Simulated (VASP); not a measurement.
# CdF2: single point with RPBE

Crystal: CdF2.

```
Cd F
1.0
     0.00000    2.78685    2.78685
     2.78685    0.00000    2.78685
     2.78685    2.78685    0.00000
Cd F
1 2
Direct
  0.00000 0.00000 0.00000
  0.75000 0.75000 0.75000
  0.25000 0.25000 0.25000
```

| Item | Value |
| --- | --- |
| Program | VASP 6.6.1 |
| Task | single point |
| Functional | RPBE |
| Potentials or basis | VASP PAW PBE potentials, release 64 (Cd, F) |
| Cutoff | 520 eV |
| k mesh | 9 × 9 × 9 |
| Occupations | fermi-dirac, width 0.05 eV |
| Spin | no spin polarisation |

```json
{
 "Pressure": "0.4 GPa",
 "Band gap on the k mesh": "2.93 eV (least direct gap 3.52 eV)"
}
```

Levels at points of the mesh, in eV from the valence-band top:
```tsv
k point	band 9	band 10	band 11	band 12	band 13	band 14	band 15	band 16	band 17	band 18
(0.00, 0.00, 0.00)	-0.70	-0.70	-0.58	-0.58	-0.58	2.93	12.44	12.44	12.44	17.15
```

It took 72 s on 1 thread of Intel Xeon 8259CL, on a shared host, peak memory 0.18 GiB.

Caveat: the PAW data sets were made with another functional, which shifts forces and pressure a little; an odd mesh through Γ misses points on the zone boundary, where band edges can lie.
